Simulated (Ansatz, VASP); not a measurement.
Ti5Si: VASP beside Ansatz

```xyz
6
Lattice="2.5228 1.4566 4.4409 -2.5228 1.4566 4.4409 0.0000 -2.9131 4.4409" Properties=species:S:1:pos:R:3 pbc="T T T"
Ti    0.0000    0.0000    2.0176
Ti    0.5316    1.4566    4.4409
Ti   -1.5272   -0.2679    4.4409
Ti    0.0000    0.0000   11.3051
Ti    0.9956   -1.1886    4.4409
Si    0.0000    0.0000    6.6614
```

Alike in both runs: task relaxation of cell and atoms; functional PBEsol; k mesh 1 × 1 × 1; occupations gaussian, width 0.1 eV; no spin polarisation.

|  | VASP | Ansatz |
| --- | --- | --- |
| version | VASP 6.6.1 | Ansatz 0.2.0 |
| potentials or method | VASP PAW PBE potentials, release 64 (Ti_sv, Si), cutoff 600 eV | scalar-relativistic, plane waves, PAW |
| valence electrons in the cell | 64 | 64 |

```csv
,VASP,Ansatz,Ansatz less VASP
relaxed volume (Å³/atom),13.79,13.80,+0.010
relaxed length of the cell vector where the two differ most in proportion (Å),5.646,5.643,-0.0025
```

VASP's potentials were made for PBE, not for PBEsol.

The k mesh is coarse, so the values compare programs but aren't converged. Noted on VASP's run: the volume moved by over 15 % at a fixed basis, so the end points are rough.
